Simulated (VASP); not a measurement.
Set up this calculation in VASP 6.6.1, as the native input.

| Item | Value |
| --- | --- |
| Task | single point |
| Functional | PBE |
| Potentials or basis | VASP PAW PBE potentials, release 64 (B, As) |
| Cutoff | 520 eV |
| k mesh | 13 × 13 × 13 |
| Occupations | fermi-dirac, width 0.05 eV |
| Spin | no spin polarisation |
| Dipole correction | no |
| Further INCAR settings | ALGO = Normal; EDIFF = 1e-06; NBANDS = 11 |

The structure of BAs lies in POSCAR:

```
BAs
1.0
    0.0000000000      2.3724693156      2.3724693156
    2.3724693156      0.0000000000      2.3724693156
    2.3724693156      2.3724693156      0.0000000000
B As
1 1
Direct
    0.0000000000      0.0000000000      0.0000000000
    0.7500000000      0.7500000000      0.7500000000
```

This cell differs from its parent crystal: volume scaled by 0.98.

The input as run:

INCAR

```
ALGO     = Normal         # electronic algorithm
EDIFF    = 1E-6           # SCF threshold, eV
ENCUT    = 520            # plane-wave cutoff, eV
GGA      = PE             # functional
ISIF     = 2              # what is computed and relaxed
ISMEAR   = -1             # smearing method
LASPH    = True           # aspherical terms in the spheres
LCHARG   = False          # write CHGCAR
LREAL    = False          # projectors in reciprocal space
LWAVE    = False          # write WAVECAR
NBANDS   = 11             # bands
NELM     = 80             # most SCF steps
PREC     = Accurate       # precision mode
SIGMA    = 0.05           # smearing width, eV
```

KPOINTS

```
k-points
0
Gamma
  13 13 13
```

Potentials or basis: VASP PAW PBE potentials, release 64 (B, As).

The run is started by

```sh
$ cat potpaw_PBE.64/B/POTCAR potpaw_PBE.64/As/POTCAR > POTCAR
$ mpirun -np 1 vasp_std > vasp.out
```

Results of the run:

```yaml
Pressure: 6.5 GPa
Band_gap_on_the_k_mesh: 1.16 eV, indirect (least direct gap 3.30 eV)
```

Wall time 43 s on 1 thread of AMD EPYC 7R13, on a shared host, peak memory 0.14 GiB.
